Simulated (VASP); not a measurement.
# La3F (Fm-3m) in VASP: a series of runs

Runs on La3F. Level: PBE. Tasks: single point, relaxation of cell and atoms.

Everything below comes from runs of VASP 6.6.1. Logs are shortened: lines on timing, memory, paths and dates and some standing lists are left out, and cuts for length are marked.

## (1) The cell of the first run

The structure is cubic, space group Fm-3m (No. 225). The conventional cell has a = 7.659 Å, b = 7.659 Å, c = 7.659 Å, α = 90.00°, β = 90.00°, γ = 90.00°. Within 4.4 Å of La (site symmetry -43m) lie 10 La at 3.32 to 3.83 Å and 4 F at 3.32 Å. La (site symmetry m-3m) has 8 La at 3.32 Å and 6 F at 3.83 Å within 4.4 Å. F (site symmetry m-3m) has 14 La at 3.32 to 3.83 Å within 4.4 Å.

The cell was built from a structure type or drawn by symmetry, and may not be a known phase.

## (2) Single point, PBE

Contents of INCAR:

```
PREC     = Accurate       # precision mode
ENCUT    = 520            # plane-wave cutoff, eV
EDIFF    = 1E-7           # SCF threshold, eV
ISMEAR   = 0              # smearing method
SIGMA    = 0.1            # smearing width, eV
LREAL    = False          # projectors in reciprocal space
LASPH    = True           # aspherical terms in the spheres
NELM     = 60             # most SCF steps
ALGO     = Normal         # electronic algorithm
ISIF     = 2              # what is computed and relaxed
LWAVE    = False          # write WAVECAR
LCHARG   = False          # write CHGCAR
GGA      = PE             # functional
NBANDS   = 28             # bands
```

Contents of KPOINTS:

```
Automatic mesh
0
Gamma
  10 10 10
```

Contents of POSCAR:

```
La3F
1.0
    0.0000000000      3.8295992795      3.8295992795
    3.8295992795      0.0000000000      3.8295992795
    3.8295992795      3.8295992795      0.0000000000
La F
3 1
Direct
    0.2500000000      0.2500000000      0.2500000000
    0.7500000000      0.7500000000      0.7500000000
    0.0000000000      0.0000000000      0.0000000000
    0.5000000000      0.5000000000      0.5000000000
```

Potentials or basis: VASP PAW PBE potentials, release 64 (La, F).

On the command line:

```
cat potpaw_PBE.64/La/POTCAR potpaw_PBE.64/F/POTCAR > POTCAR
mpirun -np 1 vasp_std > vasp.out
```

OUTCAR:

```text
PREC = Accurate
   ENCUT = 520
   EDIFF = 1E-7
   ISMEAR = 0
   LREAL = False
   LASPH = True
   NELM = 60
   ISIF = 2
   GGA = PE

 ion  position               nearest neighbor table
   1  0.250  0.250  0.250-   3 3.32   3 3.32   3 3.32   3 3.32
   2  0.750  0.750  0.750-   3 3.32   3 3.32   3 3.32   3 3.32
   3  0.000  0.000  0.000-   2 3.32   2 3.32   2 3.32   1 3.32   2 3.32   1 3.32   1 3.32   1 3.32

   4  0.500  0.500  0.500-

  LATTYP: Found a face centered cubic cell.
 ALAT       =     7.6591985590

  Lattice vectors:

 A1 = (   0.0000000000,   3.8295992795,   3.8295992795)
 A2 = (   3.8295992795,   0.0000000000,   3.8295992795)
 A3 = (   3.8295992795,   3.8295992795,   0.0000000000)

Analysis of symmetry for initial positions (statically):
=====================================================================
 Subroutine PRICEL returns:
 Original cell was already a primitive cell.

 Routine SETGRP: Setting up the symmetry group for a
 face centered cubic supercell.

 Subroutine GETGRP returns: Found 48 space group operations
 (whereof 48 operations were pure point group operations)
 out of a pool of 48 trial point group operations.

The static configuration has the point symmetry O_h .

Analysis of symmetry for dynamics (positions and initial velocities):
=====================================================================
 Subroutine PRICEL returns:
 Original cell was already a primitive cell.

 Routine SETGRP: Setting up the symmetry group for a
 face centered cubic supercell.

 Subroutine GETGRP returns: Found 48 space group operations
 (whereof 48 operations were pure point group operations)
 out of a pool of 48 trial point group operations.

The dynamic configuration has the point symmetry O_h .

 Subroutine INISYM returns: Found 48 space group operations
 (whereof 48 operations are pure point group operations),
 and found     1 'primitive' translations

----------------------------------------------------------------------------------------

                                     Primitive cell

  volume of cell :     112.3285

  direct lattice vectors                    reciprocal lattice vectors
     0.000000000  3.829599280  3.829599280    -0.130561963  0.130561963  0.130561963
     3.829599280  0.000000000  3.829599280     0.130561963 -0.130561963  0.130561963
     3.829599280  3.829599280  0.000000000     0.130561963  0.130561963 -0.130561963

  length of vectors
     5.415871240  5.415871240  5.415871240     0.226139954  0.226139954  0.226139954

  position of ions in fractional coordinates (direct lattice)
     0.250000000  0.250000000  0.250000000
     0.750000000  0.750000000  0.750000000
     0.000000000  0.000000000  0.000000000
     0.500000000  0.500000000  0.500000000

  ion indices of the primitive-cell ions
   primitive index   ion index
                 1           1
                 2           2
                 3           3
                 4           4

----------------------------------------------------------------------------------------

 KPOINTS: Automatic mesh

Automatic generation of k-mesh.
 Grid dimensions read from file:
 generate k-points for:   10   10   10

 Generating k-lattice:

  Cartesian coordinates                     Fractional coordinates (reciprocal lattice)
    -0.013056196  0.013056196  0.013056196     0.100000000  0.000000000  0.000000000
     0.013056196 -0.013056196  0.013056196     0.000000000  0.100000000  0.000000000
     0.013056196  0.013056196 -0.013056196     0.000000000  0.000000000  0.100000000

  Length of vectors
     0.022613995  0.022613995  0.022613995

  Shift w.r.t. Gamma in fractional coordinates (k-lattice)
     0.000000000  0.000000000  0.000000000

 Subroutine IBZKPT returns following result:
 ===========================================

 Found     47 irreducible k-points:

 Following reciprocal coordinates:
            Coordinates               Weight
  0.000000  0.000000  0.000000      1.000000
  0.100000  0.000000  0.000000      8.000000
  0.200000  0.000000  0.000000      8.000000
  0.300000  0.000000  0.000000      8.000000
  0.400000  0.000000  0.000000      8.000000
  0.500000  0.000000  0.000000      4.000000
[... 16 lines left out ...]
  0.300000  0.300000  0.000000      6.000000
  0.400000  0.300000  0.000000     24.000000
 [... further k-points ...]
   k-points           NKPTS =     47   k-points in BZ     NKDIM =     47   number of bands    NBANDS=     28
   number of dos      NEDOS =    301   number of ions     NIONS =      4
   total plane-waves  NPLWV =  64000
   dimension x,y,z NGX =    40 NGY =   40 NGZ =   40
   dimension x,y,z NGXF=    80 NGYF=   80 NGZF=   80
   ions per type =               3   1
   NGX,Y,Z   is equivalent  to a cutoff of  12.28, 12.28, 12.28 a.u.
   NGXF,Y,Z  is equivalent  to a cutoff of  24.56, 24.56, 24.56 a.u.
 SYSTEM =  unknown system
   PREC   = accura    normal or accurate (medium, high low for compatibility)
   ISTART =      0    job   : 0-new  1-cont  2-samecut
   ICHARG =      2    charge: 1-file 2-atom 10-const
   ISPIN  =      1    spin polarized calculation?
   LNONCOLLINEAR =      F non collinear calculations
   LSORBIT =      F    spin-orbit coupling
   LASPH  =      T    aspherical Exc in radial PAW
   ENCUT  =  520.0 eV  38.22 Ry    6.18 a.u.  10.07 10.07 10.07*2*pi/ulx,y,z
   NELM   =     60;   NELMIN=  2; NELMDL= -5     # of ELM steps
   EDIFF  = 0.1E-06   stopping-criterion for ELM
   LREAL  =      F    real-space projection
   EDIFFG = 0.1E-05   stopping-criterion for IOM
   NSW    =      0    number of steps for IOM
   IBRION =     -1    ionic relax: 0-MD 1-quasi-New 2-CG
   NFREE  =      0    steps in history (QN), initial steepest desc. (CG)
   ISIF   =      2    stress and relaxation
   ISYM   =      2    0-nonsym 1-usesym 2-fastsym
   POTIM  = 0.5000    time-step for ionic-motion
   TEBEG  =    0.0;   TEEND  =   0.0 temperature during run
   PSTRESS=    0.0 pullay stress
   NELECT =      40.0000    total number of electrons
   NUPDOWN=      -1.0000    fix difference up-down
   EMIN   =  10.00;   EMAX   =-10.00  energy-range for DOS
   EFERMI =   0.00;   METHOD = LEGACY
   ISMEAR =     0;   SIGMA  =   0.10  broadening in eV -4-tet -1-fermi 0-gaus
   EFERMI_NEDOS =   21; number of points for ismear=-14 and -15
   IALGO  =     38    algorithm
   IMIX   =      4    mixing-type and parameters
     AMIX     =   0.40;   BMIX     =  1.00
     AMIX_MAG =   1.60;   BMIX_MAG =  1.00
  volume/ion in A,a.u.               =      28.08       189.51
  Fermi-wavevector in a.u.,A,eV,Ry     =   1.160374  2.192790 18.319822  1.346469
  Thomas-Fermi vector in A             =   2.296958
   LORBIT       =      0    0 simple, 1 ext, 2 COOP (PROOUT), +10 PAW based schemes
   GGA     = PE    functional components
   LHFCALC =     F    Hartree Fock is set to
   AEXX    =    0.0000 exact exchange contribution
   IVDW    =     0    specifies the selected vdW correction
   LEPSILON=     F    determine dielectric tensor
   LRPA    =     F    only Hartree local field effects (RPA)
 non-spin polarized calculation
 Gauss-broadening in eV      SIGMA  =   0.10
  energy-cutoff  :      520.00
  volume of cell :      112.33
 maximum number of plane-waves:      3042
   NGX = 21   NGY = 21   NGZ = 21

 number of electron      40.0000002 magnetization

 Free energy of the ion-electron system (eV)
  ---------------------------------------------------
  ext. energy  EPLUGINS =         0.00000000
  ---------------------------------------------------
  free energy    TOTEN  =       -17.59160955 eV

  energy without entropy =      -17.54821313  energy(sigma->0) =      -17.56991134

 E-fermi :   7.9986     XC(G=0):  -9.8081

 val. band max:        7.9908635190   @ k =  -0.3000   0.4000   0.1000
 cond. band min:       8.0013472685   @ k =   0.5000   0.5000   0.0000
 fundamental gap:      0.0104837496
 Fermi energy:         7.9986003851

 k-point     1 :       0.0000    0.0000    0.0000
  band No.  band energies     occupation
      1     -25.0032      2.00000
      2     -24.6206      2.00000
      3     -24.2668      2.00000
      4     -14.5387      2.00000
      5      -9.0148      2.00000
      6      -9.0148      2.00000
[... 20 lines left out ...]
     27       9.6512      0.00000
     28       9.6797      0.00000

 k-point     2 :       0.1000    0.0000    0.0000
  band No.  band energies     occupation
      1     -24.9900      2.00000
      2     -24.6245      2.00000
      3     -24.2779      2.00000
      4     -14.5400      2.00000
      5      -9.1078      2.00000
      6      -9.0648      2.00000
[... 20 lines left out ...]
     27       9.6660      0.00000
     28       9.6904      0.00000

 k-point     3 :       0.2000    0.0000    0.0000
  band No.  band energies     occupation
      1     -24.9522      2.00000
      2     -24.6360      2.00000
      3     -24.3087      2.00000
      4     -14.5426      2.00000
      5      -9.1966      2.00000
      6      -9.1506      2.00000
[... 20 lines left out ...]
     27       9.6606      0.00000
     28       9.6831      0.00000

 k-point     4 :       0.3000    0.0000    0.0000
  band No.  band energies     occupation
      1     -24.8962      2.00000
      2     -24.6553      2.00000
      3     -24.3511      2.00000
      4     -14.5460      2.00000
      5      -9.2251      2.00000
      6      -9.2251      2.00000
[... 578 lines left out ...]
     27       9.6093      0.00000
     28       9.6654      0.00000

 k-point    23 :       0.3000    0.3000    0.0000
  band No.  band energies     occupation
      1     -24.8597      2.00000
      2     -24.6550      2.00000
      3     -24.3915      2.00000
      4     -14.5481      2.00000
      5      -9.4650      2.00000
      6      -9.4650      2.00000
[... 20 lines left out ...]
     27       9.7748      0.00000
     28       9.8276      0.00000

 k-point    24 :       0.4000    0.3000    0.0000
  band No.  band energies     occupation
      1     -24.8123      2.00000
      2     -24.6652      2.00000
      3     -24.4322      2.00000
      4     -14.5502      2.00000
      5      -9.5093      2.00000
      6      -9.4995      2.00000
[... 20 lines left out ...]
     27       9.6929      0.00000
     28       9.7945      0.00000

 [... further k-points ...]

------------------------ aborting loop because EDIFF is reached ----------------------------------------

  FORCE on cell =-STRESS in cart. coord.  units (eV):
  Direction    XX          YY          ZZ          XY          YZ          ZX
  --------------------------------------------------------------------------------------
  -------------------------------------------------------------------------------------
  Total       -0.0373396     -0.0373396     -0.0373396      0.0000000      0.0000000     -0.0000000
  in kB       -0.5325873     -0.5325873     -0.5325873      0.0000000      0.0000000     -0.0000000
  external PRESSURE =      -0.5325873 kB  Pullay stress =       0.0000000 kB

 VOLUME and BASIS-vectors are now :
 -----------------------------------------------------------------------------
  energy-cutoff  :      520.00
  volume of cell :      112.33
      direct lattice vectors                 reciprocal lattice vectors
     0.000000000  3.829599280  3.829599280    -0.130561963  0.130561963  0.130561963
     3.829599280  0.000000000  3.829599280     0.130561963 -0.130561963  0.130561963
     3.829599280  3.829599280  0.000000000     0.130561963  0.130561963 -0.130561963

 POSITION                                       TOTAL-FORCE (eV/Angst)
 -----------------------------------------------------------------------------------
      1.91480      1.91480      1.91480         0.000000      0.000000      0.000000
      5.74440      5.74440      5.74440        -0.000000     -0.000000      0.000000
      0.00000      0.00000      0.00000         0.000000      0.000000     -0.000000
      3.82960      3.82960      3.82960         0.000000      0.000000     -0.000000
 -----------------------------------------------------------------------------------
    total drift:                               -0.000000      0.000000      0.000000

  FREE ENERGIE OF THE ION-ELECTRON SYSTEM (eV)
  ---------------------------------------------------
  free  energy   TOTEN  =       -17.5916095506 eV

  energy  without entropy=      -17.5482131316  energy(sigma->0) =      -17.56991134
```

Wall time 2.3 min (1 thread of Intel Xeon 6975P-C (Granite Rapids), shared host); peak memory 0.33 GiB.

Results:

| Property | Result |
| --- | --- |
| Free energy | -17.5916 eV |
| Pressure | -0.1 GPa |
| Band gap on the k mesh | zero (bands 20 and 21 overlap by 1.34 eV) |

Levels at points of the mesh, in eV from the Fermi level:
```csv
k point,band 18,band 19,band 20,band 21,band 22,band 23
"(0.00, 0.00, 0.00)",-1.71,-1.71,1.26,1.26,1.26,1.31
"(0.50, 0.00, 0.00)",-0.02,-0.02,0.11,0.11,0.23,0.53
"(0.50, 0.50, 0.00)",-1.26,-0.51,0.00,0.00,0.53,0.55
```

Caveat: spin-orbit coupling is left out, which moves the levels of the heavy elements.

## (3) Relaxation of cell and atoms, PBE

This run uses another cell than the first one, of 27.85 Å³/atom.

Contents of INCAR:

```
SYSTEM = La3F
  PREC = Accurate
  ENCUT = 600
  EDIFF = 1E-7
  ISMEAR = 0
  SIGMA = 0.1
  LREAL = .False.
  LASPH = .True.
  NELM = 100
  ALGO = Normal
  ISIF = 3
  LWAVE = .False.
  LCHARG = .False.
  GGA = PE
  IBRION = 2
  NSW = 100
  EDIFFG = -0.01
```

Contents of KPOINTS:

```
regular mesh
0
Gamma
  10 10 10
  0 0 0
```

Contents of POSCAR:

```
La3F
1.0
    0.0000000000      3.8191784190      3.8191784190
    3.8191784190      0.0000000000      3.8191784190
    3.8191784190      3.8191784190      0.0000000000
La F
3 1
Direct
    0.2500000000      0.2500000000      0.2500000000
    0.7500000000      0.7500000000      0.7500000000
    0.0000000000      0.0000000000      0.0000000000
    0.5000000000      0.5000000000      0.5000000000
```

Potentials or basis: VASP PAW PBE potentials, release 64 (La, F).

On the command line:

```
cat potpaw_PBE.64/La/POTCAR potpaw_PBE.64/F/POTCAR > POTCAR
mpirun -np 1 vasp_std > vasp.out
```

It took 4.6 min on 1 thread of Intel Xeon 6975P-C (Granite Rapids), shared host; peak memory 0.43 GiB.

The run converged. Its results:

- Free energy: -17.5949 eV
- Relaxed volume: 27.90 Å³/atom
- Relaxed cell: a = 5.404 Å, b = 5.404 Å, c = 5.404 Å, α = 60.00°, β = 60.00°, γ = 60.00°
- Space group after relaxing (to 0.1 Å): Fm-3m (No. 225)
- Energy gained by relaxing: 0.0 meV/atom
- Ionic steps: 2
- Pressure after relaxing: 0.0 GPa
- Band gap on the k mesh: zero (bands 20 and 21 overlap by 1.35 eV)

Final structure:
```yaml
crystal:
  lattice:
    - [0.00000, 3.82135, 3.82135]
    - [3.82135, 0.00000, 3.82135]
    - [3.82135, 3.82135, 0.00000]
  atoms:
    - { symbol: La, position: [0.25000, 0.25000, 0.25000] }
    - { symbol: La, position: [0.75000, 0.75000, 0.75000] }
    - { symbol: La, position: [0.00000, 0.00000, 0.00000] }
    - { symbol: F, position: [0.50000, 0.50000, 0.50000] }
```

Levels at points of the mesh, in eV from the Fermi level:
| k point | band 17 | band 18 | band 19 | band 20 | band 21 | band 22 | band 23 | band 24 |
| --- | --- | --- | --- | --- | --- | --- | --- | --- |
| (0.00, 0.00, 0.00) | -1.96 | -1.73 | -1.73 | 1.28 | 1.28 | 1.29 | 1.32 | 1.32 |
| (0.50, 0.00, 0.00) | -0.34 | -0.03 | -0.03 | 0.11 | 0.11 | 0.25 | 0.53 | 0.70 |
| (0.50, 0.50, 0.00) | -1.39 | -1.28 | -0.52 | 0.00 | 0.00 | 0.54 | 0.55 | 1.47 |

Caveat: spin-orbit coupling is left out, which moves the levels of the heavy elements.
